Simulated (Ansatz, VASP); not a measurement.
## SiC in VASP and in Ansatz

```
Si C
1.0
     3.09412    0.00000    0.00000
    -1.54706    2.67959    0.00000
     0.00000    0.00000   10.12934
Si C
4 4
Cartesian
  1.5471 0.8932 9.4997
  0.0000 1.7864 4.4351
  -0.1125 -0.1949 6.9680
  0.0000 0.0000 1.9033
  1.5471 0.8932 7.5951
  0.0000 1.7864 2.5304
  0.0000 0.0000 5.0692
  0.0000 0.0000 0.0045
```

Alike in both runs: task single point; functional PBE; k mesh 12 × 12 × 4; occupations gaussian, width 0.05 eV; no spin polarisation.

|  | VASP | Ansatz |
| --- | --- | --- |
| version | VASP 6.6.1 | Ansatz 0.2.0 |
| potentials or method | VASP PAW PBE potentials, release 64 (Si, C), cutoff 520 eV | scalar-relativistic, plane waves, PAW |
| valence electrons in the cell | 32 | 32 |

Ansatz gave:

| Quantity | Value |
| --- | --- |
| gap on the k mesh at the Fermi level (eV) | 1.68 |
| least direct gap on the mesh (eV) | 3.09 |
| pressure (GPa) | 1.6 |
| traceless stress, the component that is largest in VASP (GPa) | 3.73 |
| rms of the force components (eV/Å) | 1.302 |

Task: What did VASP give for the same quantities?

Result: gap on the k mesh at the Fermi level (eV): 1.67; least direct gap on the mesh (eV): 3.09; pressure (GPa): 1.5; traceless stress, the component that is largest in VASP (GPa): 3.72; rms of the force components (eV/Å): 1.303.

Atom by atom the forces differ by 0.001 eV/Å (rms over components).
